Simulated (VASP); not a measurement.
# AlN (P6_3mc) in VASP: a series of runs

AlN is run at these levels: PBE+D3(BJ); tasks: single point, relaxation of cell and atoms.

Everything below comes from runs of VASP 6.6.1. Logs are shortened: lines on timing, memory, paths and dates and some standing lists are left out, and cuts for length are marked.

## 1. The cell of the first run

It takes space group P6_3mc (No. 186, hexagonal). The conventional cell has a = 3.109 Å, b = 3.109 Å, c = 4.979 Å, α = 90.00°, β = 90.00°, γ = 120.00°. Al (site symmetry 3m) has 4 N at 1.89 to 1.90 Å within 2.5 Å. N (site symmetry 3m) has 4 Al at 1.89 to 1.90 Å within 2.5 Å.

## 2. Single point, PBE+D3(BJ)

INCAR reads:

```
ALGO = Normal
EDIFF = 1E-6
ENCUT = 520
GGA = PE
ISIF = 2
ISMEAR = 0
IVDW = 12
LASPH = True
LCHARG = False
LREAL = False
LWAVE = False
NBANDS = 16
NELM = 80
PREC = Accurate
SIGMA = 0.02
```

KPOINTS reads:

```
k-points
0
Gamma
  9 9 6
```

POSCAR reads:

```
AlN
1.0
    3.1094039068      0.0000000000      0.0000000000
   -1.5547019534      2.6928227739      0.0000000000
    0.0000000000      0.0000000000      4.9785270671
Al N
2 2
Direct
    0.3333333333      0.6666666667      0.0000568868
    0.6666666667      0.3333333333      0.5000568868
    0.3333333333      0.6666666667      0.3819431132
    0.6666666667      0.3333333333      0.8819431132
```

Potentials or basis: VASP PAW PBE potentials, release 64 (Al, N).

Command:

```sh
$ cat potpaw_PBE.64/Al/POTCAR potpaw_PBE.64/N/POTCAR > POTCAR
$ mpirun -np 1 vasp_std > vasp.out
```

OUTCAR:

```text
EDIFF = 1E-6
   ENCUT = 520
   GGA = PE
   ISIF = 2
   ISMEAR = 0
   IVDW = 12
   LASPH = True
   LREAL = False
   NELM = 80
   PREC = Accurate
 IVDW          = 12

 ion  position               nearest neighbor table
   1  0.333  0.667  0.000-   4 1.89   4 1.89   4 1.89   3 1.90   2 3.07   2 3.07   2 3.07   2 3.07
                             2 3.07   2 3.07
   2  0.667  0.333  0.500-   3 1.89   3 1.89   3 1.89   4 1.90   1 3.07   1 3.07   1 3.07   1 3.07
                             1 3.07   1 3.07
   3  0.333  0.667  0.382-   2 1.89   2 1.89   2 1.89   1 1.90
   4  0.667  0.333  0.882-   1 1.89   1 1.89   1 1.89   2 1.90

  LATTYP: Found a hexagonal cell.
 ALAT       =     3.1094039068
 C/A-ratio  =     1.6011194481

  Lattice vectors:

 A1 = (   3.1094039068,   0.0000000000,   0.0000000000)
 A2 = (  -1.5547019534,   2.6928227739,   0.0000000000)
 A3 = (   0.0000000000,   0.0000000000,   4.9785270671)

Analysis of symmetry for initial positions (statically):
=====================================================================
 Subroutine PRICEL returns:
 Original cell was already a primitive cell.

 Routine SETGRP: Setting up the symmetry group for a
 hexagonal supercell.

 Subroutine GETGRP returns: Found 12 space group operations
 (whereof  6 operations were pure point group operations)
 out of a pool of 24 trial point group operations.

The static configuration has the point symmetry C_3v.
 The point group associated with its full space group is C_6v.

Analysis of symmetry for dynamics (positions and initial velocities):
=====================================================================
 Subroutine PRICEL returns:
 Original cell was already a primitive cell.

 Routine SETGRP: Setting up the symmetry group for a
 hexagonal supercell.

 Subroutine GETGRP returns: Found 12 space group operations
 (whereof  6 operations were pure point group operations)
 out of a pool of 24 trial point group operations.

The dynamic configuration has the point symmetry C_3v.
 The point group associated with its full space group is C_6v.

 Subroutine INISYM returns: Found 12 space group operations
 (whereof  6 operations are pure point group operations),
 and found     1 'primitive' translations

----------------------------------------------------------------------------------------

                                     Primitive cell

  volume of cell :      41.6856

  direct lattice vectors                    reciprocal lattice vectors
     3.109403907  0.000000000  0.000000000     0.321605050  0.185678762  0.000000000
    -1.554701953  2.692822774  0.000000000     0.000000000  0.371357525  0.000000000
     0.000000000  0.000000000  4.978527067     0.000000000  0.000000000  0.200862622

  length of vectors
     3.109403907  3.109403907  4.978527067     0.371357525  0.371357525  0.200862622

  position of ions in fractional coordinates (direct lattice)
     0.333333333  0.666666667  0.000056887
     0.666666667  0.333333333  0.500056887
     0.333333333  0.666666667  0.381943113
     0.666666667  0.333333333  0.881943113

  ion indices of the primitive-cell ions
   primitive index   ion index
                 1           1
                 2           2
                 3           3
                 4           4

----------------------------------------------------------------------------------------

 KPOINTS: k-points

Automatic generation of k-mesh.
 Grid dimensions read from file:
 generate k-points for:    9    9    6

 Generating k-lattice:

  Cartesian coordinates                     Fractional coordinates (reciprocal lattice)
     0.035733894  0.020630974  0.000000000     0.111111111 -0.000000000  0.000000000
     0.000000000  0.041261947  0.000000000     0.000000000  0.111111111  0.000000000
     0.000000000  0.000000000  0.033477104     0.000000000  0.000000000  0.166666667

  Length of vectors
     0.041261947  0.041261947  0.033477104

  Shift w.r.t. Gamma in fractional coordinates (k-lattice)
     0.000000000  0.000000000  0.000000000

 Subroutine IBZKPT returns following result:
 ===========================================

 Found     48 irreducible k-points:

 Following reciprocal coordinates:
            Coordinates               Weight
  0.000000  0.000000  0.000000      1.000000
  0.111111  0.000000  0.000000      6.000000
  0.222222 -0.000000  0.000000      6.000000
  0.333333  0.000000  0.000000      6.000000
  0.444444 -0.000000  0.000000      6.000000
  0.111111  0.111111  0.000000      6.000000
[... 16 lines left out ...]
  0.333333  0.222222  0.166667     24.000000
  0.333333  0.333333  0.166667      4.000000
 [... further k-points ...]
   k-points           NKPTS =     48   k-points in BZ     NKDIM =     48   number of bands    NBANDS=     16
   number of dos      NEDOS =    301   number of ions     NIONS =      4
   total plane-waves  NPLWV =  23040
   dimension x,y,z NGX =    24 NGY =   24 NGZ =   40
   dimension x,y,z NGXF=    48 NGYF=   48 NGZF=   80
   ions per type =               2   2
   NGX,Y,Z   is equivalent  to a cutoff of  12.83, 12.83, 13.36 a.u.
   NGXF,Y,Z  is equivalent  to a cutoff of  25.66, 25.66, 26.71 a.u.
 SYSTEM =  unknown system
   PREC   = accura    normal or accurate (medium, high low for compatibility)
   ISTART =      0    job   : 0-new  1-cont  2-samecut
   ICHARG =      2    charge: 1-file 2-atom 10-const
   ISPIN  =      1    spin polarized calculation?
   LNONCOLLINEAR =      F non collinear calculations
   LSORBIT =      F    spin-orbit coupling
   LASPH  =      T    aspherical Exc in radial PAW
   ENCUT  =  520.0 eV  38.22 Ry    6.18 a.u.   5.78  5.78  9.26*2*pi/ulx,y,z
   NELM   =     80;   NELMIN=  2; NELMDL= -5     # of ELM steps
   EDIFF  = 0.1E-05   stopping-criterion for ELM
   LREAL  =      F    real-space projection
   EDIFFG = 0.1E-04   stopping-criterion for IOM
   NSW    =      0    number of steps for IOM
   IBRION =     -1    ionic relax: 0-MD 1-quasi-New 2-CG
   NFREE  =      0    steps in history (QN), initial steepest desc. (CG)
   ISIF   =      2    stress and relaxation
   ISYM   =      2    0-nonsym 1-usesym 2-fastsym
   POTIM  = 0.5000    time-step for ionic-motion
   TEBEG  =    0.0;   TEEND  =   0.0 temperature during run
   PSTRESS=    0.0 pullay stress
   NELECT =      16.0000    total number of electrons
   NUPDOWN=      -1.0000    fix difference up-down
   EMIN   =  10.00;   EMAX   =-10.00  energy-range for DOS
   EFERMI =   0.00;   METHOD = LEGACY
   ISMEAR =     0;   SIGMA  =   0.02  broadening in eV -4-tet -1-fermi 0-gaus
   EFERMI_NEDOS =   21; number of points for ismear=-14 and -15
   IALGO  =     38    algorithm
   IMIX   =      4    mixing-type and parameters
     AMIX     =   0.40;   BMIX     =  1.00
     AMIX_MAG =   1.60;   BMIX_MAG =  1.00
  volume/ion in A,a.u.               =      10.42        70.33
  Fermi-wavevector in a.u.,A,eV,Ry     =   1.189742  2.248287 19.258866  1.415487
  Thomas-Fermi vector in A             =   2.325843
   LORBIT       =      0    0 simple, 1 ext, 2 COOP (PROOUT), +10 PAW based schemes
   GGA     = PE    functional components
   LHFCALC =     F    Hartree Fock is set to
   AEXX    =    0.0000 exact exchange contribution
   IVDW    =    12    specifies the selected vdW correction
   LEPSILON=     F    determine dielectric tensor
   LRPA    =     F    only Hartree local field effects (RPA)
 non-spin polarized calculation
 Gauss-broadening in eV      SIGMA  =   0.02
  energy-cutoff  :      520.00
  volume of cell :       41.69
 maximum number of plane-waves:      1152
 NGX is ok and might be reduce to    24
   NGX = 11   NGY = 11   NGZ = 19

 number of electron      15.9999996 magnetization

 Free energy of the ion-electron system (eV)
  ---------------------------------------------------
  ext. energy  EPLUGINS =         0.00000000
  ---------------------------------------------------
  free energy    TOTEN  =       -29.76977211 eV

  energy without entropy =      -29.76977211  energy(sigma->0) =      -29.76977211

 E-fermi :   6.3499     XC(G=0): -10.9191

 val. band max:        6.1766052538   @ k =   0.0000   0.0000   0.0000
 cond. band min:      10.3983374412   @ k =   0.0000   0.0000   0.0000
 fundamental gap:      4.2217321874
 Fermi energy:         6.3499005491

 k-point     1 :       0.0000    0.0000    0.0000
  band No.  band energies     occupation
      1      -9.0273      2.00000
      2      -6.8745      2.00000
      3       0.1719      2.00000
      4       5.3051      2.00000
      5       5.3051      2.00000
      6       5.9560      2.00000
[... 8 lines left out ...]
     15      19.3282      0.00000
     16      19.3282      0.00000

 k-point     2 :       0.1111    0.0000    0.0000
  band No.  band energies     occupation
      1      -8.8704      2.00000
      2      -6.7865      2.00000
      3       0.3588      2.00000
      4       4.6016      2.00000
      5       5.1077      2.00000
      6       5.2793      2.00000
[... 8 lines left out ...]
     15      19.1830      0.00000
     16      19.3459      0.00000

 k-point     3 :       0.2222   -0.0000    0.0000
  band No.  band energies     occupation
      1      -8.4249      2.00000
      2      -6.5660      2.00000
      3       0.9016      2.00000
      4       3.1013      2.00000
      5       4.0244      2.00000
      6       4.7017      2.00000
[... 8 lines left out ...]
     15      18.3578      0.00000
     16      19.1216      0.00000

 k-point     4 :       0.3333    0.0000    0.0000
  band No.  band energies     occupation
      1      -7.7827      2.00000
      2      -6.3531      2.00000
      3       1.6612      2.00000
      4       1.7424      2.00000
      5       2.8451      2.00000
      6       4.3238      2.00000
[... 8 lines left out ...]
     15      18.2829      0.00000
     16      20.5881      0.00000

 k-point     5 :       0.4444   -0.0000    0.0000
  band No.  band energies     occupation
      1      -7.1747      2.00000
      2      -6.3328      2.00000
      3       0.8265      2.00000
      4       2.1006      2.00000
      5       2.6306      2.00000
      6       4.1065      2.00000
[... 8 lines left out ...]
     15      18.8839      0.00000
     16      21.3841      0.00000

 k-point     6 :       0.1111    0.1111    0.0000
  band No.  band energies     occupation
      1      -8.5687      2.00000
      2      -6.6315      2.00000
      3       0.7241      2.00000
      4       3.7714      2.00000
      5       3.9911      2.00000
      6       5.0401      2.00000
[... 8 lines left out ...]
     15      18.6512      0.00000
     16      19.3402      0.00000
[... 267 lines left out ...]
 k-point    21 :       0.4444    0.1111    0.1667
  band No.  band energies     occupation
      1      -6.9341      2.00000
      2      -6.3865      2.00000
      3       0.7020      2.00000
      4       1.7287      2.00000
      5       3.1382      2.00000
      6       3.8605      2.00000
[... 8 lines left out ...]
     15      18.8957      0.00000
     16      21.2025      0.00000

 k-point    22 :       0.2222    0.2222    0.1667
  band No.  band energies     occupation
      1      -7.3746      2.00000
      2      -6.3670      2.00000
      3       1.5727      2.00000
      4       1.8117      2.00000
      5       3.0847      2.00000
      6       3.5094      2.00000
[... 8 lines left out ...]
     15      18.4248      0.00000
     16      21.1588      0.00000

 k-point    23 :       0.3333    0.2222    0.1667
  band No.  band energies     occupation
      1      -6.8539      2.00000
      2      -6.3579      2.00000
      3       1.1671      2.00000
      4       1.8499      2.00000
      5       2.6646      2.00000
      6       3.6825      2.00000
[... 8 lines left out ...]
     15      18.9596      0.00000
     16      21.0093      0.00000

 k-point    24 :       0.3333    0.3333    0.1667
  band No.  band energies     occupation
      1      -6.5114      2.00000
      2      -6.5114      2.00000
      3       1.4607      2.00000
      4       1.9942      2.00000
      5       1.9942      2.00000
      6       3.4748      2.00000
[... 8 lines left out ...]
     15      19.2485      0.00000
     16      21.2836      0.00000

 [... further k-points ...]

------------------------ aborting loop because EDIFF is reached ----------------------------------------

 Edisp (eV)   -1.07641

 E8    (eV) :    -0.4204

  FORCE on cell =-STRESS in cart. coord.  units (eV):
  Direction    XX          YY          ZZ          XY          YZ          ZX
  --------------------------------------------------------------------------------------
  -------------------------------------------------------------------------------------
  Total      -0.07237    -0.07237    -0.05275     0.00000     0.00000     0.00000
  in kB      -2.78168    -2.78168    -2.02746     0.00000     0.00000     0.00000
  external pressure =       -2.53 kB  Pullay stress =        0.00 kB

 VOLUME and BASIS-vectors are now :
 -----------------------------------------------------------------------------
  energy-cutoff  :      520.00
  volume of cell :       41.69
      direct lattice vectors                 reciprocal lattice vectors
     3.109403907  0.000000000  0.000000000     0.321605050  0.185678762  0.000000000
    -1.554701953  2.692822774  0.000000000     0.000000000  0.371357525  0.000000000
     0.000000000  0.000000000  4.978527067     0.000000000  0.000000000  0.200862622

 POSITION                                       TOTAL-FORCE (eV/Angst)
 -----------------------------------------------------------------------------------
     -0.00000      1.79522      0.00028        -0.000000      0.000000      0.000612
      1.55470      0.89761      2.48955         0.000000      0.000000      0.000612
     -0.00000      1.79522      1.90151         0.000000      0.000000     -0.000612
      1.55470      0.89761      4.39078         0.000000     -0.000000     -0.000612
 -----------------------------------------------------------------------------------
    total drift:                               -0.000000      0.000000      0.000534

  FREE ENERGIE OF THE ION-ELECTRON SYSTEM (eV)
  ---------------------------------------------------
  free  energy   TOTEN  =       -30.8461868571 eV

  energy  without entropy=      -30.8461868571  energy(sigma->0) =      -30.84618686
```

Run time: 22 s. Hardware: 1 thread of Intel Xeon Platinum 8375C at 2.90GHz (Ice Lake), shared host; peak memory 0.18 GiB.

What came out:

```
Free energy                : -30.8462 eV
Pressure                   : -0.3 GPa
Band gap on the k mesh     : 4.22 eV, direct
Dispersion energy per atom : -0.269 eV
```

A k mesh can miss the band edges. A hybrid or GW would open this gap; PBE tends to underestimate it.

## 3. Relaxation of cell and atoms, PBE+D3(BJ)

This run uses another cell than the first one, of 10.65 Å³/atom, 1.021 times its volume.

INCAR reads:

```
PREC = Accurate
ENCUT = 600
EDIFF = 1E-6
ISMEAR = 0
SIGMA = 0.02
LREAL = F
LASPH = T
NELM = 60
ALGO = Normal
ISIF = 3
LWAVE = F
LCHARG = F
GGA = PE
IVDW = 12
IBRION = 2
NSW = 70
EDIFFG = -0.005
```

KPOINTS reads:

```
regular mesh
0
Gamma
  9 9 6
```

POSCAR reads:

```
AlN
1.0
    3.1302279165      0.0000000000      0.0000000000
   -1.5651139583      2.7108568953      0.0000000000
    0.0000000000      0.0000000000      5.0181059732
Al N
2 2
Direct
    0.3333333333      0.6666666667      0.0002300922
    0.6666666667      0.3333333333      0.5002300922
    0.3333333333      0.6666666667      0.3817699078
    0.6666666667      0.3333333333      0.8817699078
```

Potentials or basis: VASP PAW PBE potentials, release 64 (Al, N).

Command:

```sh
$ cat potpaw_PBE.64/Al/POTCAR potpaw_PBE.64/N/POTCAR > POTCAR
$ mpirun -np 1 vasp_std > vasp.out
```

OUTCAR:

```text
PREC = Accurate
   ENCUT = 600
   EDIFF = 1E-6
   ISMEAR = 0
   LREAL = F
   LASPH = T
   NELM = 60
   ISIF = 3
   GGA = PE
   IVDW = 12
   IBRION = 2
   NSW = 70
   EDIFFG = -0.005
 IVDW          = 12

 ion  position               nearest neighbor table
   1  0.333  0.667  0.000-   4 1.90   4 1.90   4 1.90   3 1.91   2 3.09   2 3.09   2 3.09   2 3.09
                             2 3.09   2 3.09
   2  0.667  0.333  0.500-   3 1.90   3 1.90   3 1.90   4 1.91   1 3.09   1 3.09   1 3.09   1 3.09
                             1 3.09   1 3.09
   3  0.333  0.667  0.382-   2 1.90   2 1.90   2 1.90   1 1.91
   4  0.667  0.333  0.882-   1 1.90   1 1.90   1 1.90   2 1.91

  LATTYP: Found a hexagonal cell.
 ALAT       =     3.1302279165
 C/A-ratio  =     1.6031120120

  Lattice vectors:

 A1 = (   3.1302279165,   0.0000000000,   0.0000000000)
 A2 = (  -1.5651139583,   2.7108568953,   0.0000000000)
 A3 = (   0.0000000000,   0.0000000000,   5.0181059732)

Analysis of symmetry for initial positions (statically):
=====================================================================
 Subroutine PRICEL returns:
[... 485 lines left out ...]
 val. band max:        6.1954116941   @ k =   0.0000   0.0000   0.0000
 cond. band min:      10.4364945562   @ k =   0.0000   0.0000   0.0000
 fundamental gap:      4.2410828621
 Fermi energy:         6.3179091333

 k-point     1 :       0.0000    0.0000    0.0000
  band No.  band energies     occupation
      1      -9.0205      2.00000
      2      -6.8621      2.00000
      3       0.1811      2.00000
      4       5.3253      2.00000
      5       5.3253      2.00000
      6       5.9764      2.00000
      7       5.9764      2.00000
      8       6.1954      2.00000
      9      10.4365      0.00000
     10      12.8898      0.00000
     11      16.8409      0.00000
     12      17.3738      0.00000
[... 331 lines left out ...]
 k-point    24 :       0.3333    0.3333    0.1667
  band No.  band energies     occupation
      1      -6.4968      2.00000
      2      -6.4968      2.00000
      3       1.4716      2.00000
      4       2.0100      2.00000
      5       2.0100      2.00000
      6       3.4888      2.00000
      7       4.3150      2.00000
      8       4.3150      2.00000
      9      11.6524      0.00000
     10      14.5100      0.00000
     11      15.3356      0.00000
     12      15.3356      0.00000

 [... further k-points ...]

------------------------ aborting loop because EDIFF is reached ----------------------------------------

 Edisp (eV)   -1.07872

 E8    (eV) :    -0.4213
[... 27 lines left out ...]
  FREE ENERGIE OF THE ION-ELECTRON SYSTEM (eV)
  ---------------------------------------------------
  free  energy   TOTEN  =       -30.8505860171 eV

  energy  without entropy=      -30.8505860171  energy(sigma->0) =      -30.85058602

 reached required accuracy - stopping structural energy minimisation
```

It took 75 s on 1 thread of Intel Xeon Platinum 8375C at 2.90GHz (Ice Lake), shared host; peak memory 0.2 GiB.

Results:

```
Free energy                            : -30.8506 eV
Relaxed volume                         : 10.40 Å³/atom
Relaxed cell                           : a = 3.107 Å, b = 3.107 Å, c = 4.976 Å, α = 90.00°, β = 90.00°, γ = 120.00°
Space group after relaxing (to 0.05 Å) : P6_3mc (No. 186)
Energy gained by relaxing              : 3.5 meV/atom
Ionic steps                            : 8
Pressure after relaxing                : 0.0 GPa
Band gap on the k mesh                 : 4.24 eV, direct
Dispersion energy per atom             : -0.270 eV
```

Step by step:
```tsv
step	energy change (eV)	largest force (eV/Å)	pressure (GPa)	volume (Å³)
1	0.0000	0.0016	-4.47	42.58
2	-0.0032	0.0133	4.24	40.78
3	-0.0140	0.0065	0.00	41.61
4	-0.0140	0.0063	-0.10	41.63
5	-0.0140	0.0088	-0.09	41.62
6	-0.0140	0.0100	-0.09	41.62
7	-0.0140	0.0046	0.07	41.59
8	-0.0140	0.0010	0.01	41.60
```

Final structure:
```
Al N
1.0
     3.10704    0.00000    0.00000
    -1.55352    2.69077    0.00000
     0.00000    0.00000    4.97583
Al N
2 2
Direct
  0.33333 0.66667 0.00008
  0.66667 0.33333 0.50008
  0.33333 0.66667 0.38192
  0.66667 0.33333 0.88192
```

A k mesh can miss the band edges. As with any semilocal functional, this PBE gap is likely too small.
